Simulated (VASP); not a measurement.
# Os (I4/mmm) in VASP: further runs

The runs below take Os through single point, with r2SCAN.

Program: VASP 6.6.1. These are calculated values, not measurements. Logs are shortened: lines on timing, memory, paths and dates and some standing lists are left out, and cuts for length are marked.

## (1) The cell of the first run

The structure is tetragonal, space group I4/mmm (No. 139). Conventional cell: a = 2.668 Å, b = 2.668 Å, c = 3.948 Å, α = 90.00°, β = 90.00°, γ = 90.00°. Os (site symmetry 4/mmm) has 12 Os at 2.67 to 2.73 Å within 3.5 Å.

## (2) Single point, r2SCAN (strain -0.030 along x and y, +0.015 along z)

The input, POSCAR:

```
Os
1.0
    0.0000000000      1.8866500000      1.9741750000
    1.8866500000      0.0000000000      1.9741750000
    1.8866500000      1.8866500000      0.0000000000
Os
1
Direct
    0.0000000000      0.0000000000      0.0000000000
```

The input, INCAR.step1:

```
SYSTEM = Os
ALGO     = Normal         ! electronic algorithm
EDIFF    = 1E-4           ! SCF threshold, eV
ENCUT    = 520            ! plane-wave cutoff, eV
GGA      = PE             ! functional
ISMEAR   = 0              ! smearing method
LASPH    = .True.         ! aspherical terms in the spheres
LCHARG   = .False.        ! write CHGCAR
LREAL    = .False.        ! projectors in reciprocal space
LWAVE    = .True.         ! write WAVECAR
NBANDS   = 10             ! bands
NELM     = 100            ! most SCF steps
PREC     = Accurate       ! precision mode
SIGMA    = 0.15           ! smearing width, eV
```

The input, INCAR.step2:

```
SYSTEM = Os
ALGO     = Normal         ! electronic algorithm
EDIFF    = 1E-7           ! SCF threshold, eV
ENCUT    = 520            ! plane-wave cutoff, eV
ISIF     = 2              ! what is computed and relaxed
ISMEAR   = 0              ! smearing method
ISTART   = 1            
LASPH    = .True.         ! aspherical terms in the spheres
LCHARG   = .True.         ! write CHGCAR
LELF     = .True.         ! ELF
LMIXTAU  = .True.       
LREAL    = .False.        ! projectors in reciprocal space
LVHAR    = .True.       
LWAVE    = .False.        ! write WAVECAR
METAGGA  = R2SCAN         ! meta-GGA
NBANDS   = 10             ! bands
NELM     = 100            ! most SCF steps
PREC     = Accurate       ! precision mode
SIGMA    = 0.15           ! smearing width, eV
```

The input, KPOINTS:

```
k-points
0
Gamma
  20 20 20
  0 0 0
```

Potentials or basis: VASP PAW PBE potentials, release 64 (Os).

Run with:

```bash
cat potpaw_PBE.64/Os/POTCAR > POTCAR
cp INCAR.step1 INCAR
mpirun -np 1 vasp_std > vasp.out
cp INCAR.step2 INCAR
mpirun -np 1 vasp_std > vasp.out
```

OUTCAR:

```text
SYSTEM = Os
   EDIFF = 1E-7
   ENCUT = 520
   ISIF = 2
   ISMEAR = 0
   ISTART = 1
   LASPH = .True.
   LREAL = .False.
   METAGGA = R2SCAN
   NELM = 100
   PREC = Accurate

 ion  position               nearest neighbor table
   1  0.000  0.000  0.000-

  LATTYP: Found a body centered tetragonal cell.
 ALAT       =     2.6681260175
 C/A-ratio  =     1.4798214081

  Lattice vectors:

 A1 = (  -1.8866500000,   0.0000000000,   1.9741750000)
 A2 = (   1.8866500000,   0.0000000000,   1.9741750000)
 A3 = (   0.0000000000,   1.8866500000,  -1.9741750000)

Analysis of symmetry for initial positions (statically):
=====================================================================
 Subroutine PRICEL returns:
 Original cell was already a primitive cell.

 Routine SETGRP: Setting up the symmetry group for a
 body centered tetragonal supercell.

 Subroutine GETGRP returns: Found 16 space group operations
 (whereof 16 operations were pure point group operations)
 out of a pool of 16 trial point group operations.

The static configuration has the point symmetry D_4h.

Analysis of symmetry for dynamics (positions and initial velocities):
=====================================================================
 Subroutine PRICEL returns:
 Original cell was already a primitive cell.

 Routine SETGRP: Setting up the symmetry group for a
 body centered tetragonal supercell.

 Subroutine GETGRP returns: Found 16 space group operations
 (whereof 16 operations were pure point group operations)
 out of a pool of 16 trial point group operations.

The dynamic configuration has the point symmetry D_4h.

 Subroutine INISYM returns: Found 16 space group operations
 (whereof 16 operations are pure point group operations),
 and found     1 'primitive' translations

----------------------------------------------------------------------------------------

                                     Primitive cell

  volume of cell :      14.0539

  direct lattice vectors                    reciprocal lattice vectors
     0.000000000  1.886650000  1.974175000    -0.265020009  0.265020009  0.253270353
     1.886650000  0.000000000  1.974175000     0.265020009 -0.265020009  0.253270353
     1.886650000  1.886650000  0.000000000     0.265020009  0.265020009 -0.253270353

  length of vectors
     2.730716967  2.730716967  2.668126017     0.452346197  0.452346197  0.452346197

  position of ions in fractional coordinates (direct lattice)
     0.000000000  0.000000000  0.000000000

  ion indices of the primitive-cell ions
   primitive index   ion index
                 1           1

----------------------------------------------------------------------------------------

 KPOINTS: k-points

Automatic generation of k-mesh.
 Grid dimensions read from file:
 generate k-points for:   20   20   20

 Generating k-lattice:

  Cartesian coordinates                     Fractional coordinates (reciprocal lattice)
    -0.013251000  0.013251000  0.012663518     0.050000000  0.000000000  0.000000000
     0.013251000 -0.013251000  0.012663518     0.000000000  0.050000000  0.000000000
     0.013251000  0.013251000 -0.012663518    -0.000000000 -0.000000000  0.050000000

  Length of vectors
     0.022617310  0.022617310  0.022617310

  Shift w.r.t. Gamma in fractional coordinates (k-lattice)
     0.000000000  0.000000000  0.000000000

 Subroutine IBZKPT returns following result:
 ===========================================

 Found    641 irreducible k-points:

 Following reciprocal coordinates:
            Coordinates               Weight
  0.000000  0.000000  0.000000      1.000000
  0.050000  0.000000  0.000000      8.000000
  0.100000  0.000000  0.000000      8.000000
  0.150000  0.000000  0.000000      8.000000
  0.200000  0.000000  0.000000      8.000000
  0.250000  0.000000  0.000000      8.000000
[... 16 lines left out ...]
 -0.400000  0.050000  0.000000      8.000000
 -0.350000  0.050000  0.000000      8.000000
 [... further k-points ...]
   k-points           NKPTS =    641   k-points in BZ     NKDIM =    641   number of bands    NBANDS=     10
   number of dos      NEDOS =    301   number of ions     NIONS =      1
   total plane-waves  NPLWV =   8000
   dimension x,y,z NGX =    20 NGY =   20 NGZ =   20
   dimension x,y,z NGXF=    40 NGYF=   40 NGZF=   40
   ions per type =               1
   NGX,Y,Z   is equivalent  to a cutoff of  12.18, 12.18, 12.46 a.u.
   NGXF,Y,Z  is equivalent  to a cutoff of  24.35, 24.35, 24.92 a.u.
 SYSTEM =  Os
   PREC   = accura    normal or accurate (medium, high low for compatibility)
   ISTART =      1    job   : 0-new  1-cont  2-samecut
   ICHARG =      0    charge: 1-file 2-atom 10-const
   ISPIN  =      1    spin polarized calculation?
   LNONCOLLINEAR =      F non collinear calculations
   LSORBIT =      F    spin-orbit coupling
   LASPH  =      T    aspherical Exc in radial PAW
   ENCUT  =  520.0 eV  38.22 Ry    6.18 a.u.   5.08  5.08  4.96*2*pi/ulx,y,z
[... 28 lines left out ...]
   AEXX    =    0.0000 exact exchange contribution
   IVDW    =     0    specifies the selected vdW correction
   LEPSILON=     F    determine dielectric tensor
   LRPA    =     F    only Hartree local field effects (RPA)
 non-spin polarized calculation
 Gauss-broadening in eV      SIGMA  =   0.15
  energy-cutoff  :      520.00
  volume of cell :       14.05
 maximum number of plane-waves:       390
   NGX = 11   NGY = 11   NGZ =  9

 number of electron       8.0000000 magnetization

 Free energy of the ion-electron system (eV)
  ---------------------------------------------------
  ext. energy  EPLUGINS =         0.00000000
  ---------------------------------------------------
  free energy    TOTEN  =       -52.83393725 eV

  energy without entropy =      -52.82442478  energy(sigma->0) =      -52.82918102

 E-fermi :   9.0996     XC(G=0): -15.3559

 val. band max:        9.0926573344   @ k =  -0.1000   0.3000   0.2000
 cond. band min:       9.1012760631   @ k =  -0.2000   0.3500   0.2000
 fundamental gap:      0.0086187288
 Fermi energy:         9.0996118085

 k-point     1 :       0.0000    0.0000    0.0000
  band No.  band energies     occupation
      1      -2.1972      2.00000
      2       5.5106      2.00000
      3       6.2304      2.00000
      4       6.2304      2.00000
      5       8.6162      1.99999
      6       9.5538      0.00002
      7      24.0457      0.00000
      8      29.0934      0.00000
      9      30.7045      0.00000
     10      30.7045      0.00000

 k-point     2 :       0.0500    0.0000    0.0000
  band No.  band energies     occupation
      1      -2.0744      2.00000
      2       5.5285      2.00000
      3       6.1905      2.00000
      4       6.2867      2.00000
      5       8.5864      2.00000
      6       9.5020      0.00015
      7      24.2750      0.00000
      8      29.0067      0.00000
      9      30.3278      0.00000
     10      30.9263      0.00000

 k-point     3 :       0.1000    0.0000    0.0000
  band No.  band energies     occupation
      1      -1.7168      2.00000
      2       5.5173      2.00000
      3       6.1409      2.00000
      4       6.4411      2.00000
      5       8.5269      2.00000
      6       9.3706      0.01063
      7      24.9146      0.00000
      8      28.1340      0.00000
      9      30.4895      0.00000
     10      31.5748      0.00000

 k-point     4 :       0.1500    0.0000    0.0000
  band No.  band energies     occupation
      1      -1.1602      2.00000
      2       5.3832      2.00000
      3       6.1801      2.00000
      4       6.6441      2.00000
      5       8.5276      2.00000
      6       9.2338      0.20580
      7      25.7314      0.00000
      8      26.9348      0.00000
      9      31.3839      0.00000
     10      32.6029      0.00000
[... 222 lines left out ...]
 k-point    22 :      -0.4500    0.0500    0.0000
  band No.  band energies     occupation
      1       1.1732      2.00000
      2       5.3857      2.00000
      3       6.2476      2.00000
      4       8.3205      2.00000
      5      11.2550      0.00000
      6      12.2178      0.00000
      7      18.6664      0.00000
      8      23.8247      0.00000
      9      29.9150      0.00000
     10      31.1511      0.00000

 k-point    23 :      -0.4000    0.0500    0.0000
  band No.  band energies     occupation
      1       1.1829      2.00000
      2       5.4975      2.00000
      3       6.3229      2.00000
      4       7.5789      2.00000
      5      10.8333      0.00000
      6      11.9040      0.00000
      7      19.6722      0.00000
      8      24.2787      0.00000
      9      30.3742      0.00000
     10      32.1234      0.00000

 k-point    24 :      -0.3500    0.0500    0.0000
  band No.  band energies     occupation
      1       1.1476      2.00000
      2       5.6571      2.00000
      3       6.4709      2.00000
      4       6.6056      2.00000
      5      10.2624      0.00000
      6      11.3052      0.00000
      7      21.0436      0.00000
      8      25.1643      0.00000
      9      31.4090      0.00000
     10      33.6079      0.00000

 [... further k-points ...]

------------------------ aborting loop because EDIFF is reached ----------------------------------------

  FORCE on cell =-STRESS in cart. coord.  units (eV):
  Direction    XX          YY          ZZ          XY          YZ          ZX
  --------------------------------------------------------------------------------------
  -------------------------------------------------------------------------------------
  Total        0.6536008      0.6536008     -0.7865529      0.0000000      0.0000000     -0.0000000
  in kB       74.5117671     74.5117671    -89.6685657      0.0000000      0.0000000     -0.0000000
  external PRESSURE =      19.7849895 kB  Pullay stress =       0.0000000 kB

 VOLUME and BASIS-vectors are now :
 -----------------------------------------------------------------------------
  energy-cutoff  :      520.00
  volume of cell :       14.05
      direct lattice vectors                 reciprocal lattice vectors
     0.000000000  1.886650000  1.974175000    -0.265020009  0.265020009  0.253270353
     1.886650000  0.000000000  1.974175000     0.265020009 -0.265020009  0.253270353
     1.886650000  1.886650000  0.000000000     0.265020009  0.265020009 -0.253270353

 POSITION                                       TOTAL-FORCE (eV/Angst)
 -----------------------------------------------------------------------------------
      0.00000      0.00000      0.00000         0.000000     -0.000000     -0.000000
 -----------------------------------------------------------------------------------
    total drift:                                0.000000      0.000000      0.000000

  FREE ENERGIE OF THE ION-ELECTRON SYSTEM (eV)
  ---------------------------------------------------
  free  energy   TOTEN  =       -52.8339372511 eV

  energy  without entropy=      -52.8244247823  energy(sigma->0) =      -52.82918102
```

It took 3.7 min on 1 thread of Intel Xeon 6975P-C (Granite Rapids), shared host; peak memory 0.21 GiB.

Results:

* Free energy: -52.8339 eV
* Pressure: 2.0 GPa
* Band gap on the k mesh: zero (bands 4 and 5 overlap by 4.45 eV)

Caveat: the cell differs from its parent crystal (strain -0.030 along x and y, +0.015 along z); the PAW data sets were made with another functional, which shifts forces and pressure a little; spin-orbit coupling is left out, which moves the levels of the heavy elements.

## (3) Single point, r2SCAN (strain -0.030 along x and y, +0.030 along z)

The input, POSCAR:

```
Os
1.0
    0.0000000000      1.8866500000      2.0033500000
    1.8866500000      0.0000000000      2.0033500000
    1.8866500000      1.8866500000      0.0000000000
Os
1
Direct
    0.0000000000      0.0000000000      0.0000000000
```

The input, INCAR.step1:

```
PREC = Accurate ; ENCUT = 520
ISMEAR = 0 ; SIGMA = 0.15
LREAL = False ; LASPH = True
NELM = 60 ; NBANDS = 10
GGA = PE ; ALGO = Normal
EDIFF = 1E-4 ; LWAVE = True
LCHARG = False
```

The input, INCAR.step2:

```
PREC = Accurate ; ENCUT = 520
EDIFF = 1E-6 ; ISMEAR = 0
SIGMA = 0.15 ; LREAL = False
LASPH = True ; NELM = 60
ALGO = Normal ; ISIF = 2
LWAVE = False ; LCHARG = True
METAGGA = R2SCAN ; LMIXTAU = True
LELF = True ; LVHAR = True
NBANDS = 10 ; ISTART = 1
```

The input, KPOINTS:

```
Automatic mesh
0
Gamma
  20 20 20
```

Potentials or basis: VASP PAW PBE potentials, release 64 (Os).

Run with:

```bash
cat potpaw_PBE.64/Os/POTCAR > POTCAR
cp INCAR.step1 INCAR
mpirun -np 1 vasp_std > vasp.out
cp INCAR.step2 INCAR
mpirun -np 1 vasp_std > vasp.out
```

Wall time 3.6 min (1 thread of Intel Xeon 6975P-C (Granite Rapids), shared host); peak memory 0.21 GiB.

It converged, with:

- Free energy: -52.8163 eV
- Pressure: -3.8 GPa
- Band gap on the k mesh: zero (bands 4 and 5 overlap by 4.50 eV)

Stress tensor (GPa, compression positive):
```
  3.39   0.00   0.00
  0.00   3.39   0.00
  0.00   0.00 -18.34
```

Levels at points of the mesh, in eV from the Fermi level:
```csv
k point,band 1,band 2,band 3,band 4,band 5,band 6,band 7,band 8,band 9
"(0.00, 0.00, 0.00)",-11.16,-3.66,-2.72,-2.72,-0.64,0.58,14.99,19.62,21.69
"(0.50, 0.00, 0.00)",-7.89,-3.68,-2.76,-0.26,2.22,2.66,9.25,14.42,20.82
"(0.50, 0.50, 0.00)",-7.80,-7.01,1.48,2.47,3.10,3.10,11.51,13.52,13.52
"(0.50, 0.00, 0.50)",-7.74,-7.02,2.27,2.68,2.81,3.61,12.00,12.82,13.22
```

Caveat: the cell differs from its parent crystal (strain -0.030 along x and y, +0.030 along z); the cell stands under tension; the PAW data sets were made with another functional, which shifts forces and pressure a little; spin-orbit coupling is left out, which moves the levels of the heavy elements.

## (4) Single point, r2SCAN (strain +0.000 along x and y, -0.030 along z)

The input, POSCAR:

```
Os
1.0
    0.0000000000      1.9450000000      1.8866500000
    1.9450000000      0.0000000000      1.8866500000
    1.9450000000      1.9450000000      0.0000000000
Os
1
Direct
    0.0000000000      0.0000000000      0.0000000000
```

INCAR.step1, as its differences from that of step 3:

```diff
@@ -3,3 +3,3 @@
 LREAL = False ; LASPH = True
-NELM = 60 ; NBANDS = 10
+NELM = 100 ; NBANDS = 10
 GGA = PE ; ALGO = Normal
```

The input, INCAR.step2:

```
PREC = Accurate ; ENCUT = 520
EDIFF = 1E-6 ; ISMEAR = 0
SIGMA = 0.15 ; LREAL = False
LASPH = True ; NELM = 100
ALGO = Normal ; ISIF = 2
LWAVE = False ; LCHARG = False
METAGGA = R2SCAN ; LMIXTAU = True
NBANDS = 10 ; ISTART = 1
```

KPOINTS is that of step 3.

Run with:

```bash
cat potpaw_PBE.64/Os/POTCAR > POTCAR
cp INCAR.step1 INCAR
mpirun -np 1 vasp_std > vasp.out
cp INCAR.step2 INCAR
mpirun -np 1 vasp_std > vasp.out
```

Run time: 3.1 min. Hardware: 1 thread of Intel Xeon 6975P-C (Granite Rapids), shared host; peak memory 0.21 GiB.

The run converged. Its results:

```yaml
Free_energy: -52.8432 eV
Pressure: -4.8 GPa
Band_gap_on_the_k_mesh: zero (bands 4 and 5 overlap by 4.41 eV)
```

Stress tensor (GPa, compression positive):
```
-8.17  0.00  0.00
 0.00 -8.17  0.00
 0.00  0.00  1.98
```

Levels at points of the mesh, in eV from the Fermi level:
```tsv
k point	band 2	band 3	band 4	band 5	band 6	band 7
(0.00, 0.00, 0.00)	-3.19	-3.19	-2.74	-0.30	0.28	14.94
(0.50, 0.00, 0.00)	-3.46	-2.98	-0.26	2.31	2.57	9.21
(0.50, 0.50, 0.00)	-7.05	2.36	2.81	3.16	3.16	12.36
(0.50, 0.00, 0.50)	-7.01	2.12	2.37	2.93	3.34	12.33
```

Caveat: the cell differs from its parent crystal (strain +0.000 along x and y, -0.030 along z); the cell stands under tension; the PAW data sets were made with another functional, which shifts forces and pressure a little; spin-orbit coupling is left out, which moves the levels of the heavy elements.

## (5) Single point, r2SCAN (strain -0.015 along x and y, +0.000 along z)

The input, POSCAR:

```
Os
1.0
    0.0000000000      1.9158250000      1.9450000000
    1.9158250000      0.0000000000      1.9450000000
    1.9158250000      1.9158250000      0.0000000000
Os
1
Direct
    0.0000000000      0.0000000000      0.0000000000
```

The input, INCAR.step1:

```
SYSTEM = Os
ALGO = Normal
EDIFF = 1E-4
ENCUT = 520
GGA = PE
ISMEAR = 0
LASPH = .TRUE.
LCHARG = .FALSE.
LREAL = .FALSE.
LWAVE = .TRUE.
NBANDS = 10
NELM = 100
PREC = Accurate
SIGMA = 0.15
```

The input, INCAR.step2:

```
SYSTEM = Os
ALGO = Normal
EDIFF = 1E-6
ENCUT = 520
ISIF = 2
ISMEAR = 0
ISTART = 1
LASPH = .TRUE.
LCHARG = .TRUE.
LELF = .TRUE.
LMIXTAU = .TRUE.
LREAL = .FALSE.
LVHAR = .TRUE.
LWAVE = .FALSE.
METAGGA = R2SCAN
NBANDS = 10
NELM = 100
PREC = Accurate
SIGMA = 0.15
```

The input, KPOINTS:

```
k-points
0
G
  20 20 20
  0 0 0
```

Run with:

```bash
cat potpaw_PBE.64/Os/POTCAR > POTCAR
cp INCAR.step1 INCAR
mpirun -np 1 vasp_std > vasp.out
cp INCAR.step2 INCAR
mpirun -np 1 vasp_std > vasp.out
```

Run time: 3.9 min. Hardware: 1 thread of Intel Xeon 6975P-C (Granite Rapids), shared host; peak memory 0.21 GiB.

The run converged. Its results:

| Item | Value |
| --- | --- |
| Free energy | -52.8499 eV |
| Pressure | -5.0 GPa |
| Band gap on the k mesh | zero (bands 4 and 5 overlap by 4.02 eV) |

Stress tensor (GPa, compression positive):
```
-3.48  0.00  0.00
 0.00 -3.48  0.00
 0.00  0.00 -8.06
```

Levels at points of the mesh, in eV from the Fermi level:
```
           k point  band 1  band 2  band 3  band 4  band 5  band 6  band 7  band 8
(0.00, 0.00, 0.00)  -11.15   -3.21   -2.97   -2.97   -0.15    0.15   14.92   20.61
(0.50, 0.00, 0.00)   -7.89   -3.34   -3.11   -0.27    2.38    2.50    9.20   14.49
(0.50, 0.50, 0.00)   -7.76   -7.02    2.12    2.39    3.13    3.13   12.32   12.93
(0.50, 0.00, 0.50)   -7.74   -7.03    2.36    2.46    3.04    3.25   12.54   12.75
```

Caveat: the cell differs from its parent crystal (strain -0.015 along x and y, +0.000 along z); the cell stands under tension; the PAW data sets were made with another functional, which shifts forces and pressure a little; spin-orbit coupling is left out, which moves the levels of the heavy elements.

## (6) Overview

```tsv
cell	gap on the mesh (eV)	pressure (GPa)
a = 2.731, b = 2.731, c = 2.668 Å, angles 60.8, 60.8, 58.5°, 1 atom	none	2.0
a = 2.752, b = 2.752, c = 2.668 Å, angles 61.0, 61.0, 58.0°, 1 atom	none	-3.8
a = 2.710, b = 2.710, c = 2.751 Å, angles 59.5, 59.5, 61.0°, 1 atom	none	-4.8
a = 2.730, b = 2.730, c = 2.709 Å, angles 60.3, 60.3, 59.5°, 1 atom	none	-5.0
```

Alike in all rows: task single point; level r2SCAN; potentials or basis VASP PAW PBE potentials, release 64 (Os); no spin polarisation; k mesh 20 × 20 × 20; cutoff (eV) 520; smearing gaussian 0.15 eV.

Caveats: the PAW data sets were made with another functional, which shifts forces and pressure a little; spin-orbit coupling is left out, which moves the levels of the heavy elements; the cell stands under tension (at least some runs).

Total energies depend on the potentials used, so only differences within one code and one set of settings carry meaning.
